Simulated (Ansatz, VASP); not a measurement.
# Mo2As in VASP and in Ansatz

```
CELL_PARAMETERS angstrom
4.48359 0.00000 0.00000
0.00000 6.05759 0.00000
0.00000 0.00000 4.05716
ATOMIC_POSITIONS crystal
Mo 0.20637 0.38207 0.00000
Mo 0.79363 0.61793 0.00000
Mo 0.70637 0.11793 0.50000
Mo 0.29363 0.88207 0.50000
As 0.00000 0.00000 0.00000
As 0.50000 0.50000 0.50000
```

Alike in both runs: functional PBE; k mesh 4 × 4 × 6; occupations gaussian, width 0.1 eV; no spin polarisation.

Ansatz relaxed the structure, and its values are those at the end. VASP's run is a single point on that final structure, the one shown.

```csv
,VASP,Ansatz
version,VASP 6.6.1,Ansatz 0.2.0
potentials or method,"VASP PAW PBE potentials, release 64 (Mo_sv, As), cutoff 520 eV","scalar-relativistic, plane waves, PAW"
valence electrons in the cell,66,86
```

```csv
,VASP,Ansatz,Ansatz less VASP
gap on the k mesh at the Fermi level (eV),none,none,-
pressure (GPa),0.7,0.1,-0.56
rms of the force components (eV/Å),0.038,0.009,-0.0294
```

A gap of «none» marks a metal or a gap that the smearing closes. VASP's potentials hold 66 valence electrons a cell and Ansatz's 86, so a difference there can come from the potentials and not from the codes.
